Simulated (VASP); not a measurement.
A run of VASP 6.6.1 is set up as follows.

The input INCAR:

```
SYSTEM = Si
PREC     = Accurate       ! precision mode
ENCUT    = 520            ! plane-wave cutoff, eV
EDIFF    = 1E-6           ! SCF threshold, eV
ISMEAR   = 0              ! smearing method
SIGMA    = 0.05           ! smearing width, eV
LREAL    = .False.        ! projectors in reciprocal space
LASPH    = .True.         ! aspherical terms in the spheres
NELM     = 80             ! most SCF steps
ALGO     = Normal         ! electronic algorithm
ISIF     = 2              ! what is computed and relaxed
LWAVE    = .False.        ! write WAVECAR
LCHARG   = .False.        ! write CHGCAR
GGA      = PE             ! functional
NBANDS   = 16             ! bands
```

The input KPOINTS:

```
regular mesh
0
Gamma
  6 6 4
  0 0 0
```

Contents of POSCAR:

```
Si
1.0
    3.8544927400     -0.0000025592     -0.0001114809
   -1.9272481003      3.3382640307      0.0000360587
   -0.0001533901     -0.0000792261      6.3609527051
Si
4
Direct
    0.3330540037      0.6664872990      0.0627738212
    0.6669549273      0.3335175888      0.5627756398
    0.3336172292      0.6668563133      0.4372257952
    0.6663738397      0.3331387990      0.9372247437
```

Potentials or basis: VASP PAW PBE potentials, release 64 (Si).

Run with:

```bash
$ cat potpaw_PBE.64/Si/POTCAR > POTCAR
$ mpirun -np 1 vasp_std > vasp.out
```

Task: What does it give for the pressure?

Result: -0.1 GPa.

Task: What does it give for the band gap on the k mesh?

Result: 0.45 eV (least direct gap 0.97 eV).

A k mesh can miss the band edges.
